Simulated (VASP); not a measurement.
InSb: single point with r2SCAN

The system is InSb.

```xyz
2
Lattice="0.0000 3.2139 3.3433 3.2139 0.0000 3.3433 3.2139 3.2139 0.0000" Properties=species:S:1:pos:R:3 pbc="T T T"
In    0.0000    0.0000    0.0000
Sb    1.6070    1.6070    1.6716
```

This cell differs from its parent crystal: epitaxial xy strain -2.0%.

```
Program             : VASP 6.6.1
Task                : single point
Functional          : r2SCAN
Potentials or basis : VASP PAW PBE potentials, release 64 (In_d, Sb)
Cutoff              : 520 eV
k mesh              : 6 × 6 × 6
Occupations         : fermi-dirac, width 0.02 eV
Spin                : non-collinear spin, zero start, spin-orbit coupling
Starting moments    : [[0.0, 0.0, 0.0], [0.0, 0.0, 0.0]] μB
```

The pressure is 1.0 GPa and the net moment is 0.00 μB per cell. The valence electrons inside the program's atomic spheres are In 11.46; Sb 2.48.

Stress tensor (GPa, compression positive):
```
1.39 0.00 0.00
0.00 1.39 0.00
0.00 0.00 0.16
```

Moments on the atoms (μB; x, y, z):
```
In  0.00 0.00 0.00
Sb  0.00 0.00 0.00
```

Run time: 6.9 min on 1 thread of Intel(R) Xeon(R) 6975P-C (Granite Rapids), on a shared host, peak memory 0.52 GiB.

Caveat: the cell differs from its parent crystal (epitaxial xy strain -2.0%); the PAW data sets were made with another functional, which shifts forces and pressure a little.
